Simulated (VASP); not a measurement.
A run of VASP 6.6.1:

File POSCAR:

```
C
1.0
    0.0000000000      1.7833700000      1.7833700000
    1.7833700000      0.0000000000      1.7833700000
    1.7833700000      1.7833700000      0.0000000000
C
2
Direct
    0.7500000000      0.7500000000      0.7500000000
    0.5000000000      0.5000000000      0.5000000000
```

INCAR.step1

```
SYSTEM = C
  GGA = RP
  ISMEAR = 0
  SIGMA = 0.03
  LWAVE = .FALSE.
  LCHARG = .TRUE.
  NBANDS = 26
  PREC = Accurate
  LASPH = .TRUE.
  LREAL = .FALSE.
  ALGO = Normal
  EDIFF = 1E-7
  NELM = 120
  GGA_COMPAT = .FALSE.
  ENCUT = 640
  EFERMI = MIDGAP
```

KPOINTS.step1

```
Automatic mesh
0
Gamma
  13 13 13
  0 0 0
```

Contents of INCAR.step2:

```
SYSTEM = C
  GGA = RP
  ISMEAR = 0
  SIGMA = 0.03
  LWAVE = .FALSE.
  LCHARG = .FALSE.
  NBANDS = 26
  PREC = Accurate
  LASPH = .TRUE.
  LREAL = .FALSE.
  ALGO = Normal
  EDIFF = 1E-7
  NELM = 120
  GGA_COMPAT = .FALSE.
  ENCUT = 640
  EFERMI = MIDGAP
  ICHARG = 11
```

The input KPOINTS.step2:

```
path GXWKGLUWLK,UX
32
line-mode
reciprocal
 0.0000000000  0.0000000000  0.0000000000  G
 0.5000000000  0.0000000000  0.5000000000  X

 0.5000000000  0.0000000000  0.5000000000  X
 0.5000000000  0.2500000000  0.7500000000  W

 0.5000000000  0.2500000000  0.7500000000  W
 0.3750000000  0.3750000000  0.7500000000  K

 0.3750000000  0.3750000000  0.7500000000  K
 0.0000000000  0.0000000000  0.0000000000  G

 0.0000000000  0.0000000000  0.0000000000  G
 0.5000000000  0.5000000000  0.5000000000  L

 0.5000000000  0.5000000000  0.5000000000  L
 0.6250000000  0.2500000000  0.6250000000  U

 0.6250000000  0.2500000000  0.6250000000  U
 0.5000000000  0.2500000000  0.7500000000  W

 0.5000000000  0.2500000000  0.7500000000  W
 0.5000000000  0.5000000000  0.5000000000  L

 0.5000000000  0.5000000000  0.5000000000  L
 0.3750000000  0.3750000000  0.7500000000  K

 0.6250000000  0.2500000000  0.6250000000  U
 0.5000000000  0.0000000000  0.5000000000  X
```

Potentials or basis: VASP PAW PBE potentials, release 64 (C).

Launch:

```bash
$ cat potpaw_PBE.64/C/POTCAR > POTCAR
$ cp INCAR.step1 INCAR
$ cp KPOINTS.step1 KPOINTS
$ mpirun -np 1 vasp_std > vasp.out
$ cp INCAR.step2 INCAR
$ cp KPOINTS.step2 KPOINTS
$ mpirun -np 1 vasp_std > vasp.out
```

Hardware: 1 thread of AMD EPYC 9R45 (Zen 5), on a shared host.

Problem. Estimate the wall time of this run.

Solution. It took 60 s on 1 thread of AMD EPYC 9R45 (Zen 5), with other jobs on the host, peak memory 0.16 GiB. Counts: k points 320.
